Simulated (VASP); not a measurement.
Runs of VASP 6.6.1 on YGaF4. The structure is that of space group P6/mmm (No. 191), or close to it. The cells are those of the table. 

```csv
task,spin,cell,k mesh,cutoff (eV),smearing,gap on the mesh (eV),pressure (GPa),relaxed volume (Å³/atom),largest force (eV/Å)
relaxation of cell and atoms,off,"relaxed from a = 3.889, b = 3.889, c = 6.286 Å, angles 90.0, 90.0, 120.0°, 6 atoms",12 × 12 × 4,600,gaussian 0.02 eV,2.32,0.0,13.63,0.01
single point,off,"a = 3.888, b = 3.888, c = 6.284 Å, angles 90.0, 90.0, 120.0°, 6 atoms",12 × 12 × 4,520,gaussian 0.02 eV,2.32,(b),-,-
single point,off,"a = 3.889, b = 3.889, c = 6.286 Å, angles 90.0, 90.0, 120.0°, 6 atoms",6 × 6 × 4,520,gaussian 0.1 eV,2.32,-0.3,-,0.01
relaxation of cell and atoms,off,"relaxed from a = 3.386, b = 3.386, c = 7.313 Å, angles 90.0, 90.0, 120.0°, 6 atoms",6 × 6 × 4,600,gaussian 0.1 eV,2.35,0.0,(a),-
single point,"collinear, ferromagnetic start","a = 3.386, b = 3.386, c = 7.313 Å, angles 90.0, 90.0, 120.0°, 6 atoms",6 × 6 × 4,520,gaussian 0.1 eV,none,22.6,-,2.55
single point,off,"a = 3.386, b = 3.386, c = 7.313 Å, angles 90.0, 90.0, 120.0°, 6 atoms",6 × 6 × 4,520,gaussian 0.1 eV,none,22.6,-,2.55
```

Alike in all rows: level PBE; potentials or basis VASP PAW PBE potentials, release 64 (Y_sv, Ga_d, F).

Problem. Fill in the values left out.

Solution. (a) 13.57; (b) -0.2.

Caveats: forces of over 1 eV/Å act on the atoms, so gaps and moduli don't describe the material at rest (some runs).

A k mesh can miss the band edges, and the runs leave out spin-orbit coupling on Ga, Y.

A gap of «none» marks levels without a gap at the run's occupations.
